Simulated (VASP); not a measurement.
# SiNi (NiAs type) (P6_3/mmc) in VASP: single point with PBE

Aim: the single point of SiNi (NiAs type) with PBE.

All numbers are computed with VASP 6.6.1; they aren't measurements. Logs are shortened: lines on timing, memory, paths and dates and some standing lists are left out, and cuts for length are marked.

### Step 1. The cell of the first run

It takes space group P6_3/mmc (No. 194, hexagonal). The conventional cell has a = 2.218 Å, b = 2.218 Å, c = 6.644 Å, α = 90.00°, β = 90.00°, γ = 120.00°. Ni (site symmetry -3m) has 6 Si at 2.10 Å and 6 Ni at 2.22 Å within 2.8 Å. Within 2.8 Å of Si (site symmetry -6m2) lie 6 Ni at 2.10 Å and 6 Si at 2.22 Å.

### Step 2. Single point, PBE

Contents of INCAR:

```
ALGO     = Normal         # electronic algorithm
EDIFF    = 1E-6           # SCF threshold, eV
ENCUT    = 690            # plane-wave cutoff, eV
GGA      = PE             # functional
GGA_COMPAT= False        
ISIF     = 2              # what is computed and relaxed
ISMEAR   = -1             # smearing method
LASPH    = True           # aspherical terms in the spheres
LCHARG   = False          # write CHGCAR
LREAL    = False          # projectors in reciprocal space
LWAVE    = False          # write WAVECAR
NBANDS   = 30             # bands
NELM     = 120            # most SCF steps
PREC     = Accurate       # precision mode
SIGMA    = 0.1            # smearing width, eV
```

Contents of KPOINTS:

```
k-points
0
Gamma
  11 11 6
```

Contents of POSCAR:

```
SiNi
1.0
    2.2181833843      0.0000000000      0.0000000000
   -1.1090916921      1.9210031610      0.0000000000
    0.0000000000      0.0000000000      6.6443899929
Ni Si
2 2
Direct
    0.0000000000      0.0000000000      0.0000000000
    0.0000000000      0.0000000000      0.5000000000
    0.3333333333      0.6666666667      0.2500000000
    0.6666666667      0.3333333333      0.7500000000
```

Potentials or basis: VASP PAW PBE potentials, release 64 (Ni_sv_GW, Si).

Command:

```bash
cat potpaw_PBE.64/Ni_sv_GW/POTCAR potpaw_PBE.64/Si/POTCAR > POTCAR
mpirun -np 1 vasp_std > vasp.out
```

OUTCAR:

```text
EDIFF = 1E-6
   ENCUT = 690
   GGA = PE
   ISIF = 2
   ISMEAR = -1
   LASPH = True
   LREAL = False
   NELM = 120
   PREC = Accurate

 ion  position               nearest neighbor table
   1  0.000  0.000  0.000-   3 2.10   4 2.10   3 2.10   4 2.10   4 2.10   3 2.10
   2  0.000  0.000  0.500-   3 2.10   4 2.10   3 2.10   4 2.10   4 2.10   3 2.10
   3  0.333  0.667  0.250-   1 2.10   2 2.10   1 2.10   2 2.10   1 2.10   2 2.10
   4  0.667  0.333  0.750-   1 2.10   2 2.10   1 2.10   2 2.10   1 2.10   2 2.10

  LATTYP: Found a hexagonal cell.
 ALAT       =     2.2181833843
 C/A-ratio  =     2.9954196032

  Lattice vectors:

 A1 = (   2.2181833843,   0.0000000000,   0.0000000000)
 A2 = (  -1.1090916921,   1.9210031610,   0.0000000000)
 A3 = (   0.0000000000,   0.0000000000,   6.6443899929)

Analysis of symmetry for initial positions (statically):
=====================================================================
 Subroutine PRICEL returns:
 Original cell was already a primitive cell.

 Routine SETGRP: Setting up the symmetry group for a
 hexagonal supercell.

 Subroutine GETGRP returns: Found 24 space group operations
 (whereof 12 operations were pure point group operations)
 out of a pool of 24 trial point group operations.

The static configuration has the point symmetry D_3d.
 The point group associated with its full space group is D_6h.

Analysis of symmetry for dynamics (positions and initial velocities):
=====================================================================
 Subroutine PRICEL returns:
 Original cell was already a primitive cell.

 Routine SETGRP: Setting up the symmetry group for a
 hexagonal supercell.

 Subroutine GETGRP returns: Found 24 space group operations
 (whereof 12 operations were pure point group operations)
 out of a pool of 24 trial point group operations.

The dynamic configuration has the point symmetry D_3d.
 The point group associated with its full space group is D_6h.

 Subroutine INISYM returns: Found 24 space group operations
 (whereof 12 operations are pure point group operations),
 and found     1 'primitive' translations

----------------------------------------------------------------------------------------

                                     Primitive cell

  volume of cell :      28.3127

  direct lattice vectors                    reciprocal lattice vectors
     2.218183384  0.000000000  0.000000000     0.450819354  0.260280675  0.000000000
    -1.109091692  1.921003161  0.000000000     0.000000000  0.520561351  0.000000000
     0.000000000  0.000000000  6.644389993     0.000000000  0.000000000  0.150502906

  length of vectors
     2.218183384  2.218183384  6.644389993     0.520561351  0.520561351  0.150502906

  position of ions in fractional coordinates (direct lattice)
     0.000000000  0.000000000  0.000000000
     0.000000000  0.000000000  0.500000000
     0.333333333  0.666666667  0.250000000
     0.666666667  0.333333333  0.750000000

  ion indices of the primitive-cell ions
   primitive index   ion index
                 1           1
                 2           2
                 3           3
                 4           4

----------------------------------------------------------------------------------------

 KPOINTS: k-points

Automatic generation of k-mesh.
 Grid dimensions read from file:
 generate k-points for:   11   11    6

 Generating k-lattice:

  Cartesian coordinates                     Fractional coordinates (reciprocal lattice)
     0.040983578  0.023661880  0.000000000     0.090909091  0.000000000  0.000000000
     0.000000000  0.047323759  0.000000000     0.000000000  0.090909091  0.000000000
     0.000000000  0.000000000  0.025083818     0.000000000  0.000000000  0.166666667

  Length of vectors
     0.047323759  0.047323759  0.025083818

  Shift w.r.t. Gamma in fractional coordinates (k-lattice)
     0.000000000  0.000000000  0.000000000

 Subroutine IBZKPT returns following result:
 ===========================================

 Found     64 irreducible k-points:

 Following reciprocal coordinates:
            Coordinates               Weight
  0.000000  0.000000  0.000000      1.000000
  0.090909  0.000000  0.000000      6.000000
  0.181818  0.000000  0.000000      6.000000
  0.272727  0.000000  0.000000      6.000000
  0.363636 -0.000000  0.000000      6.000000
  0.454545  0.000000  0.000000      6.000000
[... 16 lines left out ...]
  0.090909  0.090909  0.166667     12.000000
  0.181818  0.090909  0.166667     24.000000
 [... further k-points ...]
   k-points           NKPTS =     64   k-points in BZ     NKDIM =     64   number of bands    NBANDS=     30
   number of dos      NEDOS =    301   number of ions     NIONS =      4
   total plane-waves  NPLWV =  24000
   dimension x,y,z NGX =    20 NGY =   20 NGZ =   60
   dimension x,y,z NGXF=    40 NGYF=   40 NGZF=  120
   ions per type =               2   2
   NGX,Y,Z   is equivalent  to a cutoff of  14.99, 14.99, 15.01 a.u.
   NGXF,Y,Z  is equivalent  to a cutoff of  29.98, 29.98, 30.02 a.u.
 SYSTEM =  unknown system
   PREC   = accura    normal or accurate (medium, high low for compatibility)
   ISTART =      0    job   : 0-new  1-cont  2-samecut
   ICHARG =      2    charge: 1-file 2-atom 10-const
   ISPIN  =      1    spin polarized calculation?
   LNONCOLLINEAR =      F non collinear calculations
   LSORBIT =      F    spin-orbit coupling
   LASPH  =      T    aspherical Exc in radial PAW
   ENCUT  =  690.0 eV  50.71 Ry    7.12 a.u.   4.75  4.75 14.23*2*pi/ulx,y,z
   NELM   =    120;   NELMIN=  2; NELMDL= -5     # of ELM steps
   EDIFF  = 0.1E-05   stopping-criterion for ELM
   LREAL  =      F    real-space projection
   EDIFFG = 0.1E-04   stopping-criterion for IOM
   NSW    =      0    number of steps for IOM
   IBRION =     -1    ionic relax: 0-MD 1-quasi-New 2-CG
   NFREE  =      0    steps in history (QN), initial steepest desc. (CG)
   ISIF   =      2    stress and relaxation
   ISYM   =      2    0-nonsym 1-usesym 2-fastsym
   POTIM  = 0.5000    time-step for ionic-motion
   TEBEG  =    0.0;   TEEND  =   0.0 temperature during run
   PSTRESS=    0.0 pullay stress
   NELECT =      44.0000    total number of electrons
   NUPDOWN=      -1.0000    fix difference up-down
   EMIN   =  10.00;   EMAX   =-10.00  energy-range for DOS
   EFERMI =   0.00;   METHOD = LEGACY
   ISMEAR =    -1;   SIGMA  =   0.10  broadening in eV -4-tet -1-fermi 0-gaus
   EFERMI_NEDOS =   21; number of points for ismear=-14 and -15
   IALGO  =     38    algorithm
   IMIX   =      4    mixing-type and parameters
     AMIX     =   0.40;   BMIX     =  1.00
     AMIX_MAG =   1.60;   BMIX_MAG =  1.00
  volume/ion in A,a.u.               =       7.08        47.77
  Fermi-wavevector in a.u.,A,eV,Ry     =   1.896264  3.583420 48.924072  3.595818
  Thomas-Fermi vector in A             =   2.936320
   LORBIT       =      0    0 simple, 1 ext, 2 COOP (PROOUT), +10 PAW based schemes
   GGA     = PE    functional components
   LHFCALC =     F    Hartree Fock is set to
   AEXX    =    0.0000 exact exchange contribution
   IVDW    =     0    specifies the selected vdW correction
   LEPSILON=     F    determine dielectric tensor
   LRPA    =     F    only Hartree local field effects (RPA)
 non-spin polarized calculation
  energy-cutoff  :      690.00
  volume of cell :       28.31
 maximum number of plane-waves:      1186
 NGX is ok and might be reduce to    20
   NGX =  9   NGY =  9   NGZ = 29

 number of electron      43.9999973 magnetization

 Free energy of the ion-electron system (eV)
  ---------------------------------------------------
  ext. energy  EPLUGINS =         0.00000000
  ---------------------------------------------------
  free energy    TOTEN  =       -15.37901178 eV

  energy without entropy =      -15.35518961  energy(sigma->0) =      -15.36710069

 E-fermi :  19.7346     XC(G=0): -15.6068

 val. band max:       19.7231979850   @ k =   0.3636   0.1818   0.0000
 cond. band min:      19.7861173292   @ k =   0.4545   0.0909   0.0000
 fundamental gap:      0.0629193442
 Fermi energy:        19.7346364486

 k-point     1 :       0.0000    0.0000    0.0000
  band No.  band energies     occupation
      1     -85.9773      2.00000
      2     -85.9762      2.00000
      3     -46.7404      2.00000
      4     -46.7309      2.00000
      5     -45.9826      2.00000
      6     -45.9826      2.00000
[... 22 lines left out ...]
     29      35.7443      0.00000
     30      37.5603      0.00000

 k-point     2 :       0.0909    0.0000    0.0000
  band No.  band energies     occupation
      1     -85.9691      2.00000
      2     -85.9685      2.00000
      3     -46.7331      2.00000
      4     -46.7236      2.00000
      5     -46.0308      2.00000
      6     -46.0306      2.00000
[... 22 lines left out ...]
     29      35.7893      0.00000
     30      36.7080      0.00000

 k-point     3 :       0.1818    0.0000    0.0000
  band No.  band energies     occupation
      1     -85.9466      2.00000
      2     -85.9462      2.00000
      3     -46.7123      2.00000
      4     -46.7040      2.00000
      5     -46.1590      2.00000
      6     -46.1586      2.00000
[... 22 lines left out ...]
     29      34.1248      0.00000
     30      34.9072      0.00000

 k-point     4 :       0.2727    0.0000    0.0000
  band No.  band energies     occupation
      1     -85.9174      2.00000
      2     -85.9168      2.00000
      3     -46.6851      2.00000
      4     -46.6782      2.00000
      5     -46.3258      2.00000
      6     -46.3245      2.00000
[... 616 lines left out ...]
     29      29.8778      0.00000
     30      30.2405      0.00000

 k-point    23 :       0.0909    0.0909    0.1667
  band No.  band energies     occupation
      1     -85.9536      2.00000
      2     -85.9532      2.00000
      3     -46.7183      2.00000
      4     -46.7107      2.00000
      5     -46.1159      2.00000
      6     -46.1156      2.00000
[... 22 lines left out ...]
     29      36.0854      0.00000
     30      36.2192      0.00000

 k-point    24 :       0.1818    0.0909    0.1667
  band No.  band energies     occupation
      1     -85.9278      2.00000
      2     -85.9274      2.00000
      3     -46.6944      2.00000
      4     -46.6879      2.00000
      5     -46.2560      2.00000
      6     -46.2553      2.00000
[... 22 lines left out ...]
     29      32.2913      0.00000
     30      34.2824      0.00000

 [... further k-points ...]

------------------------ aborting loop because EDIFF is reached ----------------------------------------

  FORCE on cell =-STRESS in cart. coord.  units (eV):
  Direction    XX          YY          ZZ          XY          YZ          ZX
  --------------------------------------------------------------------------------------
  -------------------------------------------------------------------------------------
  Total       46.1335478     46.1335478     46.3273472      0.0000000      0.0000000      0.0000000
  in kB     2610.6388354   2610.6388352   2621.6056931      0.0000001      0.0000000      0.0000000
  external PRESSURE =    2614.2944545 kB  Pullay stress =       0.0000000 kB

 VOLUME and BASIS-vectors are now :
 -----------------------------------------------------------------------------
  energy-cutoff  :      690.00
  volume of cell :       28.31
      direct lattice vectors                 reciprocal lattice vectors
     2.218183384  0.000000000  0.000000000     0.450819354  0.260280675  0.000000000
    -1.109091692  1.921003161  0.000000000     0.000000000  0.520561351  0.000000000
     0.000000000  0.000000000  6.644389993     0.000000000  0.000000000  0.150502906

 POSITION                                       TOTAL-FORCE (eV/Angst)
 -----------------------------------------------------------------------------------
      0.00000      0.00000      0.00000        -0.000000     -0.000000      0.000000
      0.00000      0.00000      3.32219        -0.000000     -0.000000      0.000000
     -0.00000      1.28067      1.66110        -0.000000      0.000000     -0.000000
      1.10909      0.64033      4.98329         0.000000     -0.000000      0.000000
 -----------------------------------------------------------------------------------
    total drift:                               -0.000000      0.000000      0.000000

  FREE ENERGIE OF THE ION-ELECTRON SYSTEM (eV)
  ---------------------------------------------------
  free  energy   TOTEN  =       -15.3790117774 eV

  energy  without entropy=      -15.3551896086  energy(sigma->0) =      -15.36710069
```

It took 1.9 min on 1 thread of Intel Xeon Platinum 8259CL at 2.50GHz (Skylake/Cascade Lake), shared host; peak memory 0.23 GiB.

What came out:

* Free energy: -15.3790 eV
* Pressure: 261.4 GPa
* Band gap on the k mesh: zero (bands 22 and 23 overlap by 0.21 eV)

Levels at points of the mesh, in eV from the Fermi level:
```tsv
k point	band 19	band 20	band 21	band 22	band 23	band 24	band 25	band 26
(0.00, 0.00, 0.00)	-3.61	-3.61	-3.44	-3.44	1.45	7.40	13.83	13.83
(0.00, 0.00, 0.50)	-3.53	-3.53	-3.53	-3.53	4.22	4.22	14.48	14.48
```

Caveat: the cell stands under pressure. Spin polarisation is off, so any magnetic state and its effect on volume and gap are missing.

The gap in the log of VASP goes by the Fermi energy; the results here count the filled bands.